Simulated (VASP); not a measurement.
Write the native input for VASP 6.6.1 that does the following.

```
Task                   : single point
Functional             : PBE
Potentials or basis    : VASP PAW PBE potentials, release 64 (In_d)
Cutoff                 : 520 eV
k mesh                 : 13 × 13 × 13
Occupations            : fermi-dirac, width 0.1 eV
Spin                   : no spin polarisation
Dipole correction      : no
Further INCAR settings : ALGO = Normal; EDIFF = 1e-07; NBANDS = 20
```

The structure of In lies in POSCAR:

```
In
1.0
    0.0000000000      3.2716553846      3.2716553846
    3.2716553846      0.0000000000      3.2716553846
    3.2716553846      3.2716553846      0.0000000000
In
2
Direct
    0.1250000000      0.1250000000      0.1250000000
    0.8750000000      0.8750000000      0.8750000000
```

This isn't the form of In at room conditions, which is tetragonal.

One way to write it, as run:

INCAR

```
PREC = Accurate
ENCUT = 520
EDIFF = 1E-7
ISMEAR = -1
SIGMA = 0.1
LREAL = False
LASPH = True
NELM = 60
ALGO = Normal
ISIF = 2
LWAVE = False
LCHARG = True
GGA = PE
LELF = True
LVHAR = True
NBANDS = 20
```

KPOINTS

```
regular mesh
0
Gamma
  13 13 13
```

Potentials or basis: VASP PAW PBE potentials, release 64 (In_d).

Run with:

```console
$ cat potpaw_PBE.64/In_d/POTCAR > POTCAR
$ mpirun -np 1 vasp_std > vasp.out
```

Results of the run:

```yaml
Pressure: 2.4 GPa
Band_gap_on_the_k_mesh: zero (bands 13 and 14 overlap by 3.44 eV)
```

Caveat: spin-orbit coupling is left out, which moves the levels of the heavy elements.

Wall time 2.3 min on 1 thread of Intel Xeon 8259CL, on a shared host, peak memory 0.23 GiB.
